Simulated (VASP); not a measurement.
# ZnSe (I-4m2) in VASP: notebook

Runs on ZnSe. Level: PBE. Tasks: single point.

All numbers are computed with VASP 6.6.1; they aren't measurements. Logs are shortened: lines on timing, memory, paths and dates and some standing lists are left out, and cuts for length are marked.

## 1. The cell of the first run

It takes space group I-4m2 (No. 119, tetragonal). Conventional cell: a = 4.550 Å, b = 4.550 Å, c = 4.549 Å, α = 90.00°, β = 90.00°, γ = 90.00°. Within 3.4 Å of Zn (site symmetry -4m2) lie 4 Se at 2.54 Å. Within 3.4 Å of Se (site symmetry -4m2) lie 4 Zn at 2.54 Å.

## 2. Single point, PBE

The input, INCAR:

```
  PREC = Accurate
  ENCUT = 520
  EDIFF = 1E-6
  ISMEAR = 0
  SIGMA = 0.05
  LREAL = F
  LASPH = T
  NELM = 60
  ALGO = Normal
  ISIF = 2
  LWAVE = F
  LCHARG = F
  GGA = PE
  NBANDS = 16
```

The input, KPOINTS:

```
Automatic mesh
0
Gamma
  10 10 10
```

The input, POSCAR:

```
ZnSe
1.0
    0.0000000000      3.2170485374      2.2744533159
    3.2170485374      0.0000000000      2.2744533159
    3.2170485374      3.2170485374      0.0000000000
Zn Se
1 1
Direct
    0.0000000000      0.0000000000      0.0000000000
    0.7500000000      0.7500000000      0.7500000000
```

Potentials or basis: VASP PAW PBE potentials, release 64 (Zn, Se).

Launch:

```console
> cat potpaw_PBE.64/Zn/POTCAR potpaw_PBE.64/Se/POTCAR > POTCAR
> mpirun -np 1 vasp_std > vasp.out
```

OUTCAR:

```text
PREC = Accurate
   ENCUT = 520
   EDIFF = 1E-6
   ISMEAR = 0
   LREAL = F
   LASPH = T
   NELM = 60
   ISIF = 2
   GGA = PE

 ion  position               nearest neighbor table
   1  0.000  0.000  0.000-   2 2.54   2 2.54   2 2.54   2 2.54
   2  0.750  0.750  0.750-   1 2.54   1 2.54   1 2.54   1 2.54

  LATTYP: Found a body centered tetragonal cell.
 ALAT       =     4.5495936724
 C/A-ratio  =     0.9998489886

  Lattice vectors:

 A1 = (   0.0000000000,  -3.2170485374,  -2.2744533159)
 A2 = (   0.0000000000,   3.2170485374,  -2.2744533159)
 A3 = (   3.2170485374,   0.0000000000,   2.2744533159)

Analysis of symmetry for initial positions (statically):
=====================================================================
 Subroutine PRICEL returns:
 Original cell was already a primitive cell.

 Routine SETGRP: Setting up the symmetry group for a
 body centered tetragonal supercell.

 Subroutine GETGRP returns: Found  8 space group operations
 (whereof  8 operations were pure point group operations)
 out of a pool of 16 trial point group operations.

The static configuration has the point symmetry D_2d.

Analysis of symmetry for dynamics (positions and initial velocities):
=====================================================================
 Subroutine PRICEL returns:
 Original cell was already a primitive cell.

 Routine SETGRP: Setting up the symmetry group for a
 body centered tetragonal supercell.

 Subroutine GETGRP returns: Found  8 space group operations
 (whereof  8 operations were pure point group operations)
 out of a pool of 16 trial point group operations.

The dynamic configuration has the point symmetry D_2d.

 Subroutine INISYM returns: Found  8 space group operations
 (whereof  8 operations are pure point group operations),
 and found     1 'primitive' translations

----------------------------------------------------------------------------------------

                                     Primitive cell

  volume of cell :      47.0785

  direct lattice vectors                    reciprocal lattice vectors
     0.000000000  3.217048537  2.274453316    -0.155421963  0.155421963  0.219833046
     3.217048537  0.000000000  2.274453316     0.155421963 -0.155421963  0.219833046
     3.217048537  3.217048537  0.000000000     0.155421963  0.155421963 -0.219833046

  length of vectors
     3.939865376  3.939865376  4.549593672     0.310867402  0.310867402  0.310867402

  position of ions in fractional coordinates (direct lattice)
     0.000000000  0.000000000  0.000000000
     0.750000000  0.750000000  0.750000000

  ion indices of the primitive-cell ions
   primitive index   ion index
                 1           1
                 2           2

----------------------------------------------------------------------------------------

 KPOINTS: Automatic mesh

Automatic generation of k-mesh.
 Grid dimensions read from file:
 generate k-points for:   10   10   10

 Generating k-lattice:

  Cartesian coordinates                     Fractional coordinates (reciprocal lattice)
    -0.015542196  0.015542196  0.021983305     0.100000000  0.000000000  0.000000000
     0.015542196 -0.015542196  0.021983305     0.000000000  0.100000000  0.000000000
     0.015542196  0.015542196 -0.021983305     0.000000000  0.000000000  0.100000000

  Length of vectors
     0.031086740  0.031086740  0.031086740

  Shift w.r.t. Gamma in fractional coordinates (k-lattice)
     0.000000000  0.000000000  0.000000000

 Subroutine IBZKPT returns following result:
 ===========================================

 Found    102 irreducible k-points:

 Following reciprocal coordinates:
            Coordinates               Weight
  0.000000  0.000000  0.000000      1.000000
  0.100000  0.000000  0.000000      8.000000
  0.200000  0.000000  0.000000      8.000000
  0.300000  0.000000  0.000000      8.000000
  0.400000  0.000000  0.000000      8.000000
  0.500000  0.000000  0.000000      4.000000
[... 16 lines left out ...]
  0.300000  0.300000  0.000000      2.000000
  0.400000  0.300000  0.000000      8.000000
 [... further k-points ...]
   k-points           NKPTS =    102   k-points in BZ     NKDIM =    102   number of bands    NBANDS=     16
   number of dos      NEDOS =    301   number of ions     NIONS =      2
   total plane-waves  NPLWV =  32400
   dimension x,y,z NGX =    30 NGY =   30 NGZ =   36
   dimension x,y,z NGXF=    60 NGYF=   60 NGZF=   72
   ions per type =               1   1
   NGX,Y,Z   is equivalent  to a cutoff of  12.66, 12.66, 13.15 a.u.
   NGXF,Y,Z  is equivalent  to a cutoff of  25.32, 25.32, 26.31 a.u.
 SYSTEM =  unknown system
   PREC   = accura    normal or accurate (medium, high low for compatibility)
   ISTART =      0    job   : 0-new  1-cont  2-samecut
   ICHARG =      2    charge: 1-file 2-atom 10-const
   ISPIN  =      1    spin polarized calculation?
   LNONCOLLINEAR =      F non collinear calculations
   LSORBIT =      F    spin-orbit coupling
   LASPH  =      T    aspherical Exc in radial PAW
   ENCUT  =  520.0 eV  38.22 Ry    6.18 a.u.   7.33  7.33  8.46*2*pi/ulx,y,z
   NELM   =     60;   NELMIN=  2; NELMDL= -5     # of ELM steps
   EDIFF  = 0.1E-05   stopping-criterion for ELM
   LREAL  =      F    real-space projection
   EDIFFG = 0.1E-04   stopping-criterion for IOM
   NSW    =      0    number of steps for IOM
   IBRION =     -1    ionic relax: 0-MD 1-quasi-New 2-CG
   NFREE  =      0    steps in history (QN), initial steepest desc. (CG)
   ISIF   =      2    stress and relaxation
   ISYM   =      2    0-nonsym 1-usesym 2-fastsym
   POTIM  = 0.5000    time-step for ionic-motion
   TEBEG  =    0.0;   TEEND  =   0.0 temperature during run
   PSTRESS=    0.0 pullay stress
   NELECT =      18.0000    total number of electrons
   NUPDOWN=      -1.0000    fix difference up-down
   EMIN   =  10.00;   EMAX   =-10.00  energy-range for DOS
   EFERMI =   0.00;   METHOD = LEGACY
   ISMEAR =     0;   SIGMA  =   0.05  broadening in eV -4-tet -1-fermi 0-gaus
   EFERMI_NEDOS =   21; number of points for ismear=-14 and -15
   IALGO  =     38    algorithm
   IMIX   =      4    mixing-type and parameters
     AMIX     =   0.40;   BMIX     =  1.00
     AMIX_MAG =   1.60;   BMIX_MAG =  1.00
  volume/ion in A,a.u.               =      23.54       158.85
  Fermi-wavevector in a.u.,A,eV,Ry     =   1.188206  2.245383 19.209147  1.411832
  Thomas-Fermi vector in A             =   2.324340
   LORBIT       =      0    0 simple, 1 ext, 2 COOP (PROOUT), +10 PAW based schemes
   GGA     = PE    functional components
   LHFCALC =     F    Hartree Fock is set to
   AEXX    =    0.0000 exact exchange contribution
   IVDW    =     0    specifies the selected vdW correction
   LEPSILON=     F    determine dielectric tensor
   LRPA    =     F    only Hartree local field effects (RPA)
 non-spin polarized calculation
 Gauss-broadening in eV      SIGMA  =   0.05
  energy-cutoff  :      520.00
  volume of cell :       47.08
 maximum number of plane-waves:      1282
 NGX is ok and might be reduce to    30

 number of electron      17.9999992 magnetization

 Free energy of the ion-electron system (eV)
  ---------------------------------------------------
  ext. energy  EPLUGINS =         0.00000000
  ---------------------------------------------------
  free energy    TOTEN  =        -5.75962737 eV

  energy without entropy =       -5.75962737  energy(sigma->0) =       -5.75962737

 E-fermi :   1.8923     XC(G=0):  -9.2778

 val. band max:        1.7294498064   @ k =   0.0000   0.0000   0.0000
 cond. band min:       2.0553552154   @ k =   0.0000   0.0000   0.0000
 fundamental gap:      0.3259054090
 Fermi energy:         1.8923487142

 k-point     1 :       0.0000    0.0000    0.0000
  band No.  band energies     occupation
      1     -11.5381      2.00000
      2      -5.0435      2.00000
      3      -5.0435      2.00000
      4      -4.9605      2.00000
      5      -4.8057      2.00000
      6      -4.7883      2.00000
[... 8 lines left out ...]
     15      11.0895      0.00000
     16      12.5335      0.00000

 k-point     2 :       0.1000    0.0000    0.0000
  band No.  band energies     occupation
      1     -11.4726      2.00000
      2      -5.0431      2.00000
      3      -5.0406      2.00000
      4      -4.9563      2.00000
      5      -4.8018      2.00000
      6      -4.7879      2.00000
[... 8 lines left out ...]
     15      11.1689      0.00000
     16      12.4894      0.00000

 k-point     3 :       0.2000    0.0000    0.0000
  band No.  band energies     occupation
      1     -11.2927      2.00000
      2      -5.0396      2.00000
      3      -5.0363      2.00000
      4      -4.9378      2.00000
      5      -4.7873      2.00000
      6      -4.7853      2.00000
[... 8 lines left out ...]
     15      11.0802      0.00000
     16      13.7353      0.00000

 k-point     4 :       0.3000    0.0000    0.0000
  band No.  band energies     occupation
      1     -11.0512      2.00000
      2      -5.0372      2.00000
      3      -5.0143      2.00000
      4      -4.9032      2.00000
      5      -4.7758      2.00000
      6      -4.7611      2.00000
[... 8 lines left out ...]
     15      12.3176      0.00000
     16      14.4471      0.00000
[... 324 lines left out ...]
 k-point    22 :      -0.2000    0.2000    0.0000
  band No.  band energies     occupation
      1     -11.0528      2.00000
      2      -5.0051      2.00000
      3      -4.9735      2.00000
      4      -4.9030      2.00000
      5      -4.8161      2.00000
      6      -4.7859      2.00000
[... 8 lines left out ...]
     15      11.7039      0.00000
     16      12.1219      0.00000

 k-point    23 :       0.3000    0.3000    0.0000
  band No.  band energies     occupation
      1     -10.7212      2.00000
      2      -5.0246      2.00000
      3      -4.9731      2.00000
      4      -4.9731      2.00000
      5      -4.7334      2.00000
      6      -4.6784      2.00000
[... 8 lines left out ...]
     15      12.2719      0.00000
     16      16.8421      0.00000

 k-point    24 :       0.4000    0.3000    0.0000
  band No.  band energies     occupation
      1     -10.5645      2.00000
      2      -5.0204      2.00000
      3      -4.9491      2.00000
      4      -4.9367      2.00000
      5      -4.7182      2.00000
      6      -4.6040      2.00000
[... 8 lines left out ...]
     15      13.5132      0.00000
     16      16.7878      0.00000

 [... further k-points ...]
[... 5 lines left out ...]
  --------------------------------------------------------------------------------------
  -------------------------------------------------------------------------------------
  Total       -1.2897850     -1.2897850      0.7561169      0.0000000      0.0000000      0.0000000
  in kB      -43.8940489    -43.8940489     25.7322204      0.0000000      0.0000000      0.0000000
  external PRESSURE =     -20.6852925 kB  Pullay stress =       0.0000000 kB

 VOLUME and BASIS-vectors are now :
 -----------------------------------------------------------------------------
  energy-cutoff  :      520.00
  volume of cell :       47.08
      direct lattice vectors                 reciprocal lattice vectors
     0.000000000  3.217048537  2.274453316    -0.155421963  0.155421963  0.219833046
     3.217048537  0.000000000  2.274453316     0.155421963 -0.155421963  0.219833046
     3.217048537  3.217048537  0.000000000     0.155421963  0.155421963 -0.219833046

 POSITION                                       TOTAL-FORCE (eV/Angst)
 -----------------------------------------------------------------------------------
      0.00000      0.00000      0.00000        -0.000000      0.000000      0.000000
      4.82557      4.82557      3.41168         0.000000     -0.000000     -0.000000
 -----------------------------------------------------------------------------------
    total drift:                                0.000001      0.000001      0.000009

  FREE ENERGIE OF THE ION-ELECTRON SYSTEM (eV)
  ---------------------------------------------------
  free  energy   TOTEN  =        -5.7596273724 eV

  energy  without entropy=       -5.7596273711  energy(sigma->0) =       -5.75962737
```

Run time: 89 s. Hardware: 1 thread of Intel Xeon Platinum 8259CL at 2.50GHz (Skylake/Cascade Lake), shared host; peak memory 0.22 GiB.

Results:

| Property | Result |
| --- | --- |
| Free energy | -5.7596 eV |
| Pressure | -2.1 GPa |
| Band gap on the k mesh | 0.33 eV, direct |

## 3. Single point, PBE

This run uses another cell than the first one, of the same volume but with other edges.

The input, INCAR:

```
SYSTEM = ZnSe
PREC = Accurate
ENCUT = 520
EDIFF = 1E-6
ISMEAR = 0
SIGMA = 0.05
LREAL = .False.
LASPH = .True.
NELM = 60
ALGO = Normal
ISIF = 2
LWAVE = .False.
LCHARG = .False.
GGA = PE
NBANDS = 16
```

The input, KPOINTS:

```
regular mesh
0
Gamma
  10 10 10
  0 0 0
```

The input, POSCAR:

```
ZnSe
1.0
    0.0000000000      2.5533731162      3.6104695863
    2.5533731162      0.0000000000      3.6104695863
    2.5533731162      2.5533731162      0.0000000000
Zn Se
1 1
Direct
    0.0000000000      0.0000000000      0.0000000000
    0.7500000000      0.7500000000      0.7500000000
```

Potentials or basis: VASP PAW PBE potentials, release 64 (Zn, Se).

Launch:

```console
> cat potpaw_PBE.64/Zn/POTCAR potpaw_PBE.64/Se/POTCAR > POTCAR
> mpirun -np 1 vasp_std > vasp.out
```

OUTCAR:

```text
SYSTEM = ZnSe
   PREC = Accurate
   ENCUT = 520
   EDIFF = 1E-6
   ISMEAR = 0
   LREAL = .False.
   LASPH = .True.
   NELM = 60
   ISIF = 2
   GGA = PE

 ion  position               nearest neighbor table
   1  0.000  0.000  0.000-   2 2.55   2 2.55   2 2.55   2 2.55
   2  0.750  0.750  0.750-   1 2.55   1 2.55   1 2.55   1 2.55

  LATTYP: Found a body centered tetragonal cell.
 ALAT       =     3.6110148907
 C/A-ratio  =     1.9996979772

  Lattice vectors:

 A1 = (  -2.5533731162,   0.0000000000,   3.6104695863)
 A2 = (   2.5533731162,   0.0000000000,   3.6104695863)
 A3 = (   0.0000000000,   2.5533731162,  -3.6104695863)

Analysis of symmetry for initial positions (statically):
=====================================================================
 Subroutine PRICEL returns:
 Original cell was already a primitive cell.

 Routine SETGRP: Setting up the symmetry group for a
 body centered tetragonal supercell.

 Subroutine GETGRP returns: Found  8 space group operations
 (whereof  8 operations were pure point group operations)
[... 158 lines left out ...]
  ---------------------------------------------------
  ext. energy  EPLUGINS =         0.00000000
  ---------------------------------------------------
  free energy    TOTEN  =        -5.45040453 eV

  energy without entropy =       -5.45026924  energy(sigma->0) =       -5.45033689

 E-fermi :   2.0984     XC(G=0):  -9.2715

 val. band max:        2.0519890869   @ k =  -0.1000   0.1000   0.0000
 cond. band min:       2.5565150496   @ k =   0.1000   0.1000   0.0000
 fundamental gap:      0.5045259627
 Fermi energy:         2.0984487339

 k-point     1 :       0.0000    0.0000    0.0000
  band No.  band energies     occupation
      1     -11.5122      2.00000
      2      -5.2158      2.00000
      3      -5.0247      2.00000
      4      -5.0247      2.00000
      5      -4.8840      2.00000
      6      -4.8454      2.00000
[... 433 lines left out ...]
      3      -4.9464      2.00000
      4      -4.9233      2.00000
      5      -4.8908      2.00000
      6      -4.8449      2.00000
[... 8 lines left out ...]
     15      14.1343      0.00000
     16      16.0316      0.00000

 [... further k-points ...]
[... 5 lines left out ...]
  --------------------------------------------------------------------------------------
  -------------------------------------------------------------------------------------
  Total        1.6353277      1.6353277     -4.1106399      0.0000000     -0.0000000     -0.0000000
  in kB       55.6535824     55.6535824   -139.8935729      0.0000000     -0.0000000     -0.0000000
  external PRESSURE =      -9.5288027 kB  Pullay stress =       0.0000000 kB

 VOLUME and BASIS-vectors are now :
 -----------------------------------------------------------------------------
  energy-cutoff  :      520.00
  volume of cell :       47.08
      direct lattice vectors                 reciprocal lattice vectors
     0.000000000  2.553373116  3.610469586    -0.195819403  0.195819403  0.138486141
     2.553373116  0.000000000  3.610469586     0.195819403 -0.195819403  0.138486141
     2.553373116  2.553373116  0.000000000     0.195819403  0.195819403 -0.138486141

 POSITION                                       TOTAL-FORCE (eV/Angst)
 -----------------------------------------------------------------------------------
      0.00000      0.00000      0.00000         0.000000      0.000000     -0.000000
      3.83006      3.83006      5.41570        -0.000000     -0.000000      0.000000
 -----------------------------------------------------------------------------------
    total drift:                               -0.000000     -0.000000     -0.000009

  FREE ENERGIE OF THE ION-ELECTRON SYSTEM (eV)
  ---------------------------------------------------
  free  energy   TOTEN  =        -5.4504045345 eV

  energy  without entropy=       -5.4502692437  energy(sigma->0) =       -5.45033689
```

stdout:

```text
POSCAR found type information on POSCAR ZnSe
 POSCAR found :  2 types and       2 ions
 scaLAPACK will be used
 LDA part: xc-table for (Slater+PW92), standard interpolation
 POSCAR, INCAR and KPOINTS ok, starting setup
 FFT: planning ... GRIDC
 FFT: planning ... GRID_SOFT
 FFT: planning ... GRID
 WAVECAR not read
 entering main loop
```

Wall time 92 s (1 thread of Intel Xeon Platinum 8259CL at 2.50GHz (Skylake/Cascade Lake), shared host); peak memory 0.23 GiB.

What came out:

```
Free energy            : -5.4504 eV
Pressure               : -1.0 GPa
Band gap on the k mesh : zero (band 9 reaches 2.05 eV, above the bottom of band 10 at 2.00 eV)
```

Stress tensor (GPa, compression positive):
```
  5.57   0.00   0.00
  0.00   5.57   0.00
  0.00   0.00 -13.99
```

Levels at points of the mesh, in eV from the Fermi level:
```
           k point  band 5  band 6  band 7  band 8  band 9  band 10  band 11  band 12  band 13  band 14
(0.00, 0.00, 0.00)   -6.98   -6.94   -2.18   -0.52   -0.09    -0.09     5.68     5.68     5.86     7.14
(0.50, 0.00, 0.00)   -6.98   -6.85   -5.45   -2.55   -0.23     0.57     6.03     7.22     7.30     9.80
(0.50, 0.50, 0.00)   -6.99   -6.94   -6.43   -1.26   -1.26     3.74     4.66     7.35     9.98     9.98
(0.50, 0.00, 0.50)   -6.94   -6.74   -4.44   -3.24   -2.74     1.86     1.94     7.11     8.15     8.72
```

## 4. Single point, PBE

This run uses another cell than the first one, of the same volume but with other edges.

The input, INCAR:

```
PREC = Accurate
ENCUT = 520
EDIFF = 1E-6
ISMEAR = 0
SIGMA = 0.05
LREAL = F
LASPH = T
NELM = 80
ALGO = Normal
ISIF = 2
LWAVE = F
LCHARG = F
GGA = PE
NBANDS = 16
```

The input, KPOINTS:

```
regular mesh
0
Gamma
  10 10 10
```

The input, POSCAR:

```
ZnSe
1.0
    0.0000000000      3.0254578681      2.5716391879
    3.0254578681      0.0000000000      2.5716391879
    3.0254578681      3.0254578681      0.0000000000
Zn Se
1 1
Direct
    0.0000000000      0.0000000000      0.0000000000
    0.7500000000      0.7500000000      0.7500000000
```

Launch:

```console
> cat potpaw_PBE.64/Zn/POTCAR potpaw_PBE.64/Se/POTCAR > POTCAR
> mpirun -np 1 vasp_std > vasp.out
```

It took 83 s on 1 thread of Intel Xeon Platinum 8259CL at 2.50GHz (Skylake/Cascade Lake), shared host; peak memory 0.23 GiB.

Results (log left out):

| Property | Result |
| --- | --- |
| Free energy | -5.9604 eV |
| Pressure | -0.3 GPa |
| Band gap on the k mesh | 0.79 eV, direct |

Stress tensor (GPa, compression positive):
```
-1.66  0.00  0.00
 0.00 -1.66  0.00
 0.00  0.00  2.45
```

Levels at points of the mesh, in eV from the valence-band top:
```tsv
k point	band 7	band 8	band 9	band 10	band 11	band 12
(0.00, 0.00, 0.00)	-0.42	-0.42	0.00	0.79	5.66	5.75
(0.50, 0.00, 0.00)	-5.19	-1.45	-0.70	1.99	5.58	7.03
(0.50, 0.50, 0.00)	-4.20	-2.81	-2.81	2.22	2.49	10.63
(0.50, 0.00, 0.50)	-5.09	-2.08	-1.82	3.07	3.77	9.49
```

(Part 1 of 2 ends here.)
